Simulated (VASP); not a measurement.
Ti3H2: single point with PBE

Ti3H2:

```xyz
5
Lattice="1.4779 0.8533 7.2393 -1.4779 0.8533 7.2393 0.0000 -1.7065 7.2393" Properties=species:S:1:pos:R:3 pbc="T T T"
Ti    0.0000    0.0000   16.9292
Ti    0.0000    0.0000    4.7887
Ti    0.0000    0.0000    0.0000
H     0.0000    0.0000    8.4126
H     0.0000    0.0000   13.3053
```

```yaml
Program: VASP 6.6.1
Task: single point
Functional: PBE
Potentials_or_basis: VASP PAW PBE potentials, release 64 (Ti_sv, H)
Cutoff: 520 eV
k_mesh: 6 × 6 × 6
Occupations: gaussian, width 0.2 eV
Spin: no spin polarisation
Dipole_correction: no
Further_INCAR_settings: ALGO = Normal; EDIFF = 1e-06; NBANDS = 27
```

```yaml
Pressure: -0.4 GPa
Largest_force: 0.075 eV/Å
Band_gap_on_the_k_mesh: zero (band 19 reaches 8.97 eV, above the bottom of band 20 at 8.29 eV)
```

Forces on the atoms (eV/Å):
```
Ti   0.000  0.000  0.075
Ti   0.000  0.000 -0.075
Ti   0.000  0.000  0.000
H    0.000  0.000  0.040
H    0.000  0.000 -0.040
```

Stress tensor (GPa, compression positive):
```
-0.46  0.00  0.00
 0.00 -0.46  0.00
 0.00  0.00 -0.27
```

Levels at points of the mesh, in eV from the Fermi level:
```csv
k point,band 17,band 18,band 19,band 20,band 21,band 22
"(0.00, 0.00, 0.00)",-0.55,0.40,0.40,0.68,0.75,0.75
"(0.50, 0.00, 0.00)",-1.40,-1.01,-0.16,0.39,0.86,1.04
"(0.50, 0.50, 0.00)",-1.54,-0.86,0.13,0.38,0.60,0.88
"(0.50, 0.50, 0.50)",0.01,0.40,0.49,0.49,0.69,0.69
```

Run time: 3 min on 1 thread of Intel(R) Xeon(R) Platinum 8488C (Sapphire Rapids) (shared host), peak memory 0.4 GiB.

Caveat: the k points lie up to 0.41 Å⁻¹ apart.
